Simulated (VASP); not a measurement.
CdTe: single point with r2SCAN

Crystal: CdTe.

```xyz
2
Lattice="0.0000 3.4440 3.0450 3.4440 0.0000 3.0450 3.4440 3.4440 0.0000" Properties=species:S:1:pos:R:3 pbc="T T T"
Cd    0.0000    0.0000    0.0000
Te    1.7220    1.7220    1.5225
```

This cell differs from its parent crystal: epitaxial xy strain +5.0%.

```yaml
Program: VASP 6.6.1
Task: single point
Functional: r2SCAN
Potentials_or_basis: VASP PAW PBE potentials, release 64 (Cd, Te)
Cutoff: 520 eV
k_mesh: 6 × 6 × 6
Occupations: gaussian, width 0.01 eV
Spin: no spin polarisation
```

```
Pressure               : -1.1 GPa
Band gap on the k mesh : 0.83 eV, direct
```

Stress tensor (GPa, compression positive):
```
-1.62  0.00  0.00
 0.00 -1.62  0.00
 0.00  0.00  0.09
```

Levels at points of the mesh, in eV from the valence-band top:
```tsv
k point	band 5	band 6	band 7	band 8	band 9	band 10	band 11	band 12	band 13	band 14
(0.00, 0.00, 0.00)	-8.34	-8.33	-0.31	-0.31	0.00	0.83	4.91	4.97	4.97	7.65
(0.50, 0.00, 0.00)	-8.32	-8.02	-4.31	-1.15	-0.64	1.86	5.09	5.91	7.26	8.65
(0.50, 0.50, 0.00)	-8.30	-7.76	-3.84	-2.21	-2.21	2.17	2.58	9.27	9.27	9.42
(0.50, 0.00, 0.50)	-8.32	-7.95	-4.41	-1.77	-1.60	2.98	3.13	8.48	8.61	9.21
```

It took 2.3 min on 1 thread of Intel Xeon 6975P-C (shared host), peak memory 0.23 GiB.

Caveat: the cell differs from its parent crystal (epitaxial xy strain +5.0%); the PAW data sets were made with another functional, which shifts forces and pressure a little; spin-orbit coupling is left out, which moves the levels of the heavy elements.
